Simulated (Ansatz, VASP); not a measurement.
## Two plane-wave programs on TaN

Contents of INCAR:

```
PREC = Accurate
ENCUT = 520
EDIFF = 1E-7
ISMEAR = 0
SIGMA = 0.1
LREAL = Auto
LASPH = T
NELM = 100
ALGO = Normal
ISIF = 2
LWAVE = F
LCHARG = F
GGA = PE
NBANDS = 78
```

File KPOINTS:

```
Automatic mesh
0
Gamma
  1 1 1
```

POSCAR

```
TaN
1.0
    2.9171012917     -5.0525676480      0.0000000000
   -5.8342025834      0.0000000000      0.0000000000
    0.0000000000      0.0000000000     -5.9148455123
Ta N
8 8
Direct
    0.0000000000      0.5000000000      0.0000000000
    0.5000000000      0.5000000000      0.0000000000
    0.0000000000      1.0000000000      0.0000000000
    0.5000000000      1.0000000000      0.0000000000
    0.0000000000      0.5000000000      0.5000000000
    0.5000000000      0.5000000000      0.5000000000
    0.0000000000      1.0000000000      0.5000000000
    0.5000000000      1.0000000000      0.5000000000
    0.1666666667      0.3333333333      0.7500000000
    0.6666666667      0.3333333333      0.7500000000
    0.1666666667      0.8333333333      0.7500000000
    0.6666666667      0.8333333333      0.7500000000
    0.3333333333      0.1666666667      0.2500000000
    0.8333333333      0.1666666667      0.2500000000
    0.3333333333      0.6666666667      0.2500000000
    0.8333333333      0.6666666667      0.2500000000
```

Input for Ansatz:

```yaml
crystal:
  lattice:
    - [2.9171012917, -5.052567648, 0.0]
    - [-5.8342025834, 0.0, 0.0]
    - [0.0, 0.0, -5.9148455123]
  atoms:
    - { symbol: Ta, position: [0.0, 0.5, 0.0] }
    - { symbol: Ta, position: [0.5, 0.5, 0.0] }
    - { symbol: Ta, position: [0.0, 1.0, 0.0] }
    - { symbol: Ta, position: [0.5, 1.0, 0.0] }
    - { symbol: Ta, position: [0.0, 0.5, 0.5] }
    - { symbol: Ta, position: [0.5, 0.5, 0.5] }
    - { symbol: Ta, position: [0.0, 1.0, 0.5] }
    - { symbol: Ta, position: [0.5, 1.0, 0.5] }
    - { symbol: "N", position: [0.1666666667, 0.3333333333, 0.75] }
    - { symbol: "N", position: [0.6666666667, 0.3333333333, 0.75] }
    - { symbol: "N", position: [0.1666666667, 0.8333333333, 0.75] }
    - { symbol: "N", position: [0.6666666667, 0.8333333333, 0.75] }
    - { symbol: "N", position: [0.3333333333, 0.1666666667, 0.25] }
    - { symbol: "N", position: [0.8333333333, 0.1666666667, 0.25] }
    - { symbol: "N", position: [0.3333333333, 0.6666666667, 0.25] }
    - { symbol: "N", position: [0.8333333333, 0.6666666667, 0.25] }
basis:
  ecutwfc: 420
  xc_grid: 2
kpoints:
  mp_grid: { grid: [1, 1, 1], shift: [0.0, 0.0, 0.0] }
hamiltonian:
  xc: pbe
scf:
  occupations: { method: gaussian, width: 0.1 }
output:
  forces: true
  stress: true
  eigenvalues: true
```

Alike in both runs: task single point; functional PBE; k mesh 1 × 1 × 1; occupations gaussian, width 0.1 eV; no spin polarisation.

```csv
,VASP,Ansatz
version,VASP 6.6.1,Ansatz 0.2.0
potentials or method,"VASP PAW PBE potentials, release 64 (Ta_pv, N), cutoff 520 eV","scalar-relativistic, plane waves, PAW"
valence electrons in the cell,128,144
```

```csv
,VASP,Ansatz,Ansatz less VASP
pressure (GPa),-8.2,-8.9,-0.71
"traceless stress, the component that is largest in VASP (GPa)",-3.58,-3.52,+0.059
```

The functional is the same, so the differences come from potentials, cutoffs and numerics. VASP's potentials hold 128 valence electrons a cell and Ansatz's 144, so a difference there can come from the potentials and not from the codes.

The k mesh is coarse, so the values compare programs but aren't converged. Neither program's run includes spin-orbit coupling.
